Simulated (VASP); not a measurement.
SnH2Br2: relaxation of cell and atoms with PBE

SnH2Br2:

```xyz
5
Lattice="-2.2786 2.2786 5.4486 2.2786 -2.2786 5.4486 2.2786 2.2786 -5.4486" Properties=species:S:1:pos:R:3 pbc="T T T"
Sn    0.0000    0.0000    0.0000
H     0.0000    2.2786    2.7243
H     2.2786    0.0000    2.7243
Br    0.0000    0.0000    6.9981
Br    0.0000    0.0000    3.8992
```

The cell was generated, and may not be a known phase.

* Program: VASP 6.6.1
* Task: relaxation of cell and atoms
* Functional: PBE
* Potentials or basis: VASP PAW PBE potentials, release 64 (Sn_d, H, Br)
* Cutoff: 600 eV
* k mesh: 6 × 6 × 6
* Occupations: gaussian, width 0.1 eV
* Spin: no spin polarisation
* Dipole correction: no
* Further INCAR settings: ALGO = Normal; EDIFF = 1e-06; IBRION = 2; EDIFFG = -0.04; NSW = 90; ISIF = 3

```yaml
Relaxed_volume: 18.87 Å³/atom
Relaxed_cell: a = 8.352 Å, b = 8.352 Å, c = 8.352 Å, α = 156.26°, β = 156.26°, γ = 33.82°
Space_group_after_relaxing_to_0.1_Å: I4/mmm (No. 139)
Energy_gained_by_relaxing: 279.2 meV/atom
Ionic_steps: 17
Pressure_after_relaxing: 0.0 GPa
Largest_force_after_relaxing: 0.036 eV/Å
Band_gap_on_the_k_mesh: zero (bands 15 and 16 overlap by 1.47 eV)
```

Forces on the atoms (eV/Å):
```
Sn   0.000  0.000  0.000
H    0.000  0.000  0.000
H    0.000  0.000  0.000
Br   0.000  0.000  0.036
Br   0.000  0.000 -0.036
```

Stress tensor (GPa, compression positive):
```
 0.10  0.00  0.00
 0.00  0.10  0.00
 0.00  0.00 -0.06
```

Step by step:
```csv
step,energy change (eV),largest force (eV/Å),pressure (GPa),volume (Å³)
1,0.0000,0.9524,-4.89,113.16
2,-0.4066,0.7630,-3.58,102.21
3,-0.7048,0.4510,-0.30,89.00
4,-0.7260,0.2898,1.95,83.76
5,-0.7283,0.3374,1.27,85.11
6,-0.8099,0.0393,0.87,85.60
7,-0.8919,0.3469,0.60,86.30
8,-0.9068,0.8232,2.54,86.76
9,-1.0044,0.6563,1.27,89.97
10,-1.1850,0.0180,-2.10,99.32
11,-1.1948,0.2791,-3.28,103.39
12,-1.1972,0.1570,-2.84,101.75
13,-1.2592,0.3547,-3.07,102.46
14,-1.2796,0.4754,-3.16,102.79
15,-1.3570,0.3090,-1.97,99.07
16,-1.3956,0.0724,-0.23,94.89
17,-1.3961,0.0364,0.05,94.33
```

Final structure:
```
Sn H Br
1.0
    -1.71788    1.71788    7.99092
     1.71788   -1.71788    7.99092
     1.71788    1.71788   -7.99092
Sn H Br
1 2 2
Cartesian
  0.0000 0.0000 0.0000
  0.0000 1.7179 3.9955
  1.7179 0.0000 3.9955
  0.0000 0.0000 10.7637
  0.0000 0.0000 5.2181
```

Levels at points of the mesh, in eV from the Fermi level:
| k point | band 12 | band 13 | band 14 | band 15 | band 16 | band 17 | band 18 | band 19 |
| --- | --- | --- | --- | --- | --- | --- | --- | --- |
| (0.00, 0.00, 0.00) | -3.04 | -1.97 | -1.97 | -1.67 | 1.06 | 2.67 | 4.41 | 4.41 |
| (0.50, 0.00, 0.00) | -3.28 | -2.13 | -2.13 | -1.77 | 0.24 | 1.12 | 2.53 | 5.75 |
| (0.50, 0.50, 0.00) | -4.19 | -3.66 | -3.60 | -1.28 | -0.72 | 1.42 | 1.43 | 2.29 |
| (0.50, 0.50, 0.50) | -2.49 | -1.94 | -1.94 | -1.67 | -0.73 | 4.04 | 4.30 | 4.30 |

It took 16 min on 1 thread of Intel(R) Xeon(R) 6975P-C (Granite Rapids) (shared host), peak memory 0.46 GiB.

Caveat: the volume moved by over 15 % at a fixed basis, so the end points are rough; spin-orbit coupling is left out, which moves the levels of the heavy elements.
